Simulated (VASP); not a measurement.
# CdF2 (Fm-3m) in VASP: single point with PBEsol

Aim: the single point of CdF2 with PBEsol.

Program: VASP 6.6.1. These are calculated values, not measurements. Logs are shortened: lines on timing, memory, paths and dates and some standing lists are left out, and cuts for length are marked.

### 1 The cell of the first run

The structure is cubic, space group Fm-3m (No. 225). Conventional cell: a = 5.384 Å, b = 5.384 Å, c = 5.384 Å, α = 90.00°, β = 90.00°, γ = 90.00°. Cd (site symmetry m-3m) has 8 F at 2.33 Å within 3.1 Å. Within 3.1 Å of F (site symmetry -43m) lie 4 Cd at 2.33 Å and 6 F at 2.69 Å.

### 2 Single point, PBEsol, non-collinear spin, zero start, spin-orbit coupling

Input file INCAR:

```
SYSTEM = CdF2
PREC = Accurate
ENCUT = 520
EDIFF = 1E-7
ISMEAR = 0
SIGMA = 0.01
LREAL = .False.
LASPH = .True.
NELM = 150
ALGO = Normal
ISIF = 2
LWAVE = .False.
LCHARG = .False.
MAGMOM = 0 0 0 0 0 0 0 0 0
LORBIT = 11
LSORBIT = .True.
GGA_COMPAT = .False.
LORBMOM = .True.
GGA = PS
NBANDS = 39
```

Input file KPOINTS:

```
regular mesh
0
Gamma
  6 6 6
  0 0 0
```

Input file POSCAR:

```
CdF2
1.0
    0.0000000000      2.6921202133      2.6921202133
    2.6921202133      0.0000000000      2.6921202133
    2.6921202133      2.6921202133      0.0000000000
Cd F
1 2
Direct
    0.0000000000      0.0000000000      0.0000000000
    0.2500000000      0.2500000000      0.2500000000
    0.7500000000      0.7500000000      0.7500000000
```

Potentials or basis: VASP PAW PBE potentials, release 64 (Cd, F).

Launch:

```
cat potpaw_PBE.64/Cd/POTCAR potpaw_PBE.64/F/POTCAR > POTCAR
mpirun -np 1 vasp_ncl > vasp.out
```

OUTCAR:

```text
SYSTEM = CdF2
   PREC = Accurate
   ENCUT = 520
   EDIFF = 1E-7
   ISMEAR = 0
   LREAL = .False.
   LASPH = .True.
   NELM = 150
   ISIF = 2
   LORBIT = 11
   LSORBIT = .True.
   GGA = PS

 ion  position               nearest neighbor table
   1  0.000  0.000  0.000-   3 2.33   3 2.33   3 2.33   2 2.33   2 2.33   2 2.33   3 2.33   2 2.33

   2  0.250  0.250  0.250-   1 2.33   1 2.33   1 2.33   1 2.33
   3  0.750  0.750  0.750-   1 2.33   1 2.33   1 2.33   1 2.33

  LATTYP: Found a face centered cubic cell.
 ALAT       =     5.3842404266

  Lattice vectors:

 A1 = (   0.0000000000,   2.6921202133,   2.6921202133)
 A2 = (   2.6921202133,   0.0000000000,   2.6921202133)
 A3 = (   2.6921202133,   2.6921202133,   0.0000000000)

Analysis of symmetry for initial positions (statically):
=====================================================================
 Subroutine PRICEL returns:
 Original cell was already a primitive cell.

 Routine SETGRP: Setting up the symmetry group for a
 face centered cubic supercell.

 Subroutine GETGRP returns: Found 48 space group operations
 (whereof 48 operations were pure point group operations)
 out of a pool of 48 trial point group operations.

The static configuration has the point symmetry O_h .

Analysis of symmetry for dynamics (positions and initial velocities):
=====================================================================
 Subroutine PRICEL returns:
 Original cell was already a primitive cell.

 Routine SETGRP: Setting up the symmetry group for a
 face centered cubic supercell.

 Subroutine GETGRP returns: Found 48 space group operations
 (whereof 48 operations were pure point group operations)
 out of a pool of 48 trial point group operations.

The dynamic configuration has the point symmetry O_h .

Analysis of structural, dynamic, and magnetic symmetry:
=====================================================================
 Subroutine PRICEL returns:
 Original cell was already a primitive cell.

 Routine SETGRP: Setting up the symmetry group for a
 face centered cubic supercell.

 Subroutine GETGRP returns: Found 48 space group operations
 (whereof 48 operations were pure point group operations)
 out of a pool of 48 trial point group operations.

The overall configuration has the point symmetry O_h .

 Subroutine INISYM returns: Found 48 space group operations
 (whereof 48 operations are pure point group operations),
 and found     1 'primitive' translations

----------------------------------------------------------------------------------------

                                     Primitive cell

  volume of cell :      39.0223

  direct lattice vectors                    reciprocal lattice vectors
     0.000000000  2.692120213  2.692120213    -0.185727219  0.185727219  0.185727219
     2.692120213  0.000000000  2.692120213     0.185727219 -0.185727219  0.185727219
     2.692120213  2.692120213  0.000000000     0.185727219  0.185727219 -0.185727219

  length of vectors
     3.807232917  3.807232917  3.807232917     0.321688979  0.321688979  0.321688979

  position of ions in fractional coordinates (direct lattice)
     0.000000000  0.000000000  0.000000000
     0.250000000  0.250000000  0.250000000
     0.750000000  0.750000000  0.750000000

  ion indices of the primitive-cell ions
   primitive index   ion index
                 1           1
                 2           2
                 3           3

----------------------------------------------------------------------------------------

 KPOINTS: regular mesh

Automatic generation of k-mesh.
 Grid dimensions read from file:
 generate k-points for:    6    6    6

 Generating k-lattice:
[... 87 lines left out ...]
 maximum number of plane-waves:      2134
   NGX = 15   NGY = 15   NGZ = 15

 number of electron      25.9999991 magnetization      -0.0000000     -0.0000000     -0.0000000

 number of electron      25.9999991 magnetization       0.0000000      0.0000000     -0.0000000

 number of electron      25.9999991 magnetization      -0.0000000     -0.0000000      0.0000000

 number of electron      25.9999991 magnetization       0.0000000      0.0000000      0.0000000

 Free energy of the ion-electron system (eV)
  ---------------------------------------------------
  ext. energy  EPLUGINS =         0.00000000
  ---------------------------------------------------
  free energy    TOTEN  =       -11.61620750 eV

  energy without entropy =      -11.61620750  energy(sigma->0) =      -11.61620750

 E-fermi :  -1.3643     XC(G=0): -10.7200

 val. band max:       -1.4436764724   @ k =  -0.3333   0.5000   0.1667
 cond. band min:       1.4821912873   @ k =   0.0000   0.0000   0.0000
 fundamental gap:      2.9258677596
 Fermi energy:        -1.3642800345

 k-point     1 :       0.0000    0.0000    0.0000
  band No.  band energies     occupation
      1     -22.1575      1.00000
      2     -22.1575      1.00000
      3     -21.0160      1.00000
      4     -21.0160      1.00000
      5      -7.2056      1.00000
      6      -7.2056      1.00000
[... 645 lines left out ...]
     37      18.6535      0.00000
     38      18.6535      0.00000
 [bands above 38 left out]

------------------------ aborting loop because EDIFF is reached ----------------------------------------

  FORCE on cell =-STRESS in cart. coord.  units (eV):
  Direction    XX          YY          ZZ          XY          YZ          ZX
  --------------------------------------------------------------------------------------
  -------------------------------------------------------------------------------------
  Total        0.1817457      0.1817457      0.1817457      0.0000000     -0.0000000      0.0000000
  in kB        7.4621074      7.4621074      7.4621074      0.0000000     -0.0000000      0.0000000
  external PRESSURE =       7.4621074 kB  Pullay stress =       0.0000000 kB

 VOLUME and BASIS-vectors are now :
 -----------------------------------------------------------------------------
  energy-cutoff  :      520.00
  volume of cell :       39.02
      direct lattice vectors                 reciprocal lattice vectors
     0.000000000  2.692120213  2.692120213    -0.185727219  0.185727219  0.185727219
     2.692120213  0.000000000  2.692120213     0.185727219 -0.185727219  0.185727219
     2.692120213  2.692120213  0.000000000     0.185727219  0.185727219 -0.185727219

 POSITION                                       TOTAL-FORCE (eV/Angst)
 -----------------------------------------------------------------------------------
      0.00000      0.00000      0.00000        -0.000000     -0.000000     -0.000000
      1.34606      1.34606      1.34606        -0.000000     -0.000000     -0.000000
      4.03818      4.03818      4.03818         0.000000      0.000000      0.000000
 -----------------------------------------------------------------------------------
    total drift:                                0.000000      0.000000      0.000000

  FREE ENERGIE OF THE ION-ELECTRON SYSTEM (eV)
  ---------------------------------------------------
  free  energy   TOTEN  =       -11.6162074951 eV

  energy  without entropy=      -11.6162074951  energy(sigma->0) =      -11.61620750

 orbital moment (x)

 # of ion     p       d       tot
 ----------------------------------------
  1         0.000   0.000   0.000
  2         0.000   0.000   0.000
  3         0.000   0.000   0.000
 ----------------------------------------
            0.000   0.000   0.000

 orbital moment (y)

 # of ion     p       d       tot
 ----------------------------------------
  1         0.000  -0.000  -0.000
  2        -0.000   0.000  -0.000
  3         0.000   0.000   0.000
 ----------------------------------------
            0.000  -0.000   0.000

 orbital moment (z)

 # of ion     p       d       tot
 ----------------------------------------
  1         0.000   0.000   0.000
  2        -0.000   0.000  -0.000
  3         0.000   0.000   0.000
 ----------------------------------------
           -0.000   0.000  -0.000

 Spin-Orbit-Coupling matrix elements

 Ion:    1  E_soc:     -0.0461690
 l=   1
     0.0000000    -0.0012587    -0.0012587
    -0.0012587     0.0000000    -0.0012587
    -0.0012587    -0.0012587     0.0000000
 l=   2
     0.0000000    -0.0012492     0.0000000    -0.0012492    -0.0051869
    -0.0012492     0.0000000    -0.0038902    -0.0012492    -0.0012967
     0.0000000    -0.0038902     0.0000000    -0.0038902     0.0000000
    -0.0012492    -0.0012492    -0.0038902     0.0000000    -0.0012967
    -0.0051869    -0.0012967     0.0000000    -0.0012967     0.0000000
 l=   3
     0.0000000     0.0000000     0.0000000     0.0000000     0.0000000     0.0000000     0.0000000
     0.0000000     0.0000000     0.0000000     0.0000000     0.0000000     0.0000000     0.0000000
     0.0000000     0.0000000     0.0000000     0.0000000     0.0000000     0.0000000     0.0000000
     0.0000000     0.0000000     0.0000000     0.0000000     0.0000000     0.0000000     0.0000000
[... 29 lines left out ...]
 l=   2
     0.0000000     0.0000000     0.0000000     0.0000000     0.0000000
     0.0000000     0.0000000     0.0000000     0.0000000     0.0000000
     0.0000000     0.0000000     0.0000000     0.0000000     0.0000000
     0.0000000     0.0000000     0.0000000     0.0000000     0.0000000
     0.0000000     0.0000000     0.0000000     0.0000000     0.0000000
 l=   3
     0.0000000     0.0000000     0.0000000     0.0000000     0.0000000     0.0000000     0.0000000
     0.0000000     0.0000000     0.0000000     0.0000000     0.0000000     0.0000000     0.0000000
     0.0000000     0.0000000     0.0000000     0.0000000     0.0000000     0.0000000     0.0000000
     0.0000000     0.0000000     0.0000000     0.0000000     0.0000000     0.0000000     0.0000000
     0.0000000     0.0000000     0.0000000     0.0000000     0.0000000     0.0000000     0.0000000
     0.0000000     0.0000000     0.0000000     0.0000000     0.0000000     0.0000000     0.0000000
     0.0000000     0.0000000     0.0000000     0.0000000     0.0000000     0.0000000     0.0000000

 total charge

# of ion       s       p       d       tot
------------------------------------------
    1        0.237   0.202   9.686  10.125
    2        1.737   4.324   0.000   6.061
    3        1.737   4.324   0.000   6.061
--------------------------------------------------
tot          3.711   8.850   9.686  22.247

 magnetization (x)

# of ion       s       p       d       tot
------------------------------------------
    1        0.000   0.000   0.000   0.000
    2       -0.000   0.000   0.000   0.000
    3       -0.000   0.000   0.000   0.000
--------------------------------------------------
tot         -0.000   0.000   0.000   0.000

 magnetization (y)

# of ion       s       p       d       tot
------------------------------------------
    1        0.000   0.000   0.000   0.000
    2        0.000   0.000   0.000   0.000
    3        0.000   0.000   0.000   0.000
--------------------------------------------------
tot          0.000   0.000   0.000   0.000

 magnetization (z)

# of ion       s       p       d       tot
------------------------------------------
    1       -0.000  -0.000   0.000  -0.000
    2        0.000   0.000   0.000   0.000
    3        0.000   0.000   0.000   0.000
--------------------------------------------------
tot         -0.000   0.000   0.000   0.000
```

Wall time 46 s (1 thread of Intel Xeon Platinum 8375C at 2.90GHz (Ice Lake), shared host); peak memory 0.25 GiB.

Results:

| Quantity | Value |
| --- | --- |
| Free energy | -11.6162 eV |
| Pressure | 0.7 GPa |
| Net moment | 0.00 μB per cell |
| Valence electrons inside the program's atomic spheres | Cd 10.12; F 6.06 |

Moments on the atoms (μB; x, y, z):
```
Cd  0.00 0.00 0.00
F   0.00 0.00 0.00
F   0.00 0.00 0.00
```

Caveat: the PAW data sets were made with another functional, which shifts forces and pressure a little.
